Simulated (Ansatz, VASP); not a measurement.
# Two plane-wave programs on Al

```xyz
2
Lattice="1.9963 1.9963 0.0000 -1.9963 1.9963 0.0000 0.0000 0.0000 3.8130" Properties=species:S:1:pos:R:3 pbc="T T T"
Al    0.0000    0.0000    0.0000
Al    0.0000    1.9963    1.9065
```

Change from the starting cell: strain along c alone, the other axes held, atoms relaxed: -4.5 %.

Alike in both runs: task single point; functional r2SCAN; k mesh 18 × 18 × 14; occupations gaussian, width 0.1 eV; no spin polarisation.

|  | VASP | Ansatz |
| --- | --- | --- |
| version | VASP 6.6.1 | Ansatz 0.2.0 |
| potentials or method | VASP PAW PBE potentials, release 64 (Al), cutoff 520 eV | scalar-relativistic, plane waves, PAW |
| valence electrons in the cell | 6 | 6 |

VASP gave:

```
gap on the k mesh at the Fermi level (eV)                     : none
pressure (GPa)                                                : 4.6
traceless stress, the component that is largest in VASP (GPa) : 1.96
```

Task: Estimate Ansatz's values.

Result: gap on the k mesh at the Fermi level (eV): none; pressure (GPa): 5.0; traceless stress, the component that is largest in VASP (GPa): 1.97.

VASP's potentials were made for PBE, not for r2SCAN. A gap of «none» marks a metal or a gap that the smearing closes. The functional is the same, so the differences come from potentials, cutoffs and numerics.
